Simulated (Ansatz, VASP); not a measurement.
# Te2Mo: VASP beside Ansatz

```xyz
3
Lattice="3.5602 0.0000 0.0000 -1.7801 3.0833 0.0000 0.0000 0.0000 17.5241" Properties=species:S:1:pos:R:3 pbc="T T T"
Te    0.0000    2.0555    1.7900
Te    0.0000    2.0555   15.7341
Mo    0.0000    0.0000    0.0000
```

Alike in both runs: task single point; functional LDA; k mesh 9 × 9 × 2; occupations fermi-dirac, width 0.05 eV; no spin polarisation.

|  | VASP | Ansatz |
| --- | --- | --- |
| version | VASP 6.6.1 | Ansatz 0.2.0 |
| potentials or method | VASP PAW LDA potentials, release 64 (Te, Mo_sv), cutoff 520 eV | all-electron LAPW, scalar-relativistic |

```csv
,VASP,Ansatz,Ansatz less VASP
gap on the k mesh at the Fermi level (eV),1.04,1.04,+0.001
least direct gap on the mesh (eV),1.04,1.04,+0.001
rms of the force components (eV/Å),0.174,0.197,+0.0226
```

LDA's correlation is that of Perdew and Zunger in VASP and of Perdew and Wang (1992) in Ansatz. Atom by atom the forces differ by 0.023 eV/Å (rms over components). Ansatz ran all-electron here, and VASP with PAW potentials.

Neither program's run includes spin-orbit coupling.
